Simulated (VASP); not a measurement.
CoSi2, 3 atoms in the cell. The structure is cubic, space group Fm-3m (No. 225). The conventional cell has a = 5.360 Å, b = 5.360 Å, c = 5.360 Å, α = 90.00°, β = 90.00°, γ = 90.00°. Within 3.1 Å of Co (site symmetry m-3m) lie 8 Si at 2.32 Å. Within 3.1 Å of Si (site symmetry -43m) lie 4 Co at 2.32 Å and 6 Si at 2.68 Å. 

* Program: VASP 6.6.1
* Task: single point
* Functional: PBE
* Potentials or basis: VASP PAW PBE potentials, release 64 (Co, Si)
* Cutoff: 520 eV
* k mesh: 12 × 12 × 12
* Occupations: gaussian, width 0.05 eV
* Spin: collinear spin
* Starting moments: [0.05, 0.0, 0.0] μB
* Dipole correction: no
* Further INCAR settings: ALGO = Normal; EDIFF = 1e-06; NBANDS = 20

Potentials or basis: VASP PAW PBE potentials, release 64 (Co, Si).

Command:

```bash
$ cat potpaw_PBE.64/Co/POTCAR potpaw_PBE.64/Si/POTCAR > POTCAR
$ mpirun -np 1 vasp_std > vasp.out
```

Hardware: 1 thread of Intel Xeon 8259CL (shared host).

Q: How long does it take, and how much memory?

A: It took 2.8 min on 1 thread of Intel Xeon 8259CL (shared host), peak memory 0.23 GiB. Counts: scf iterations 14, k points 72.
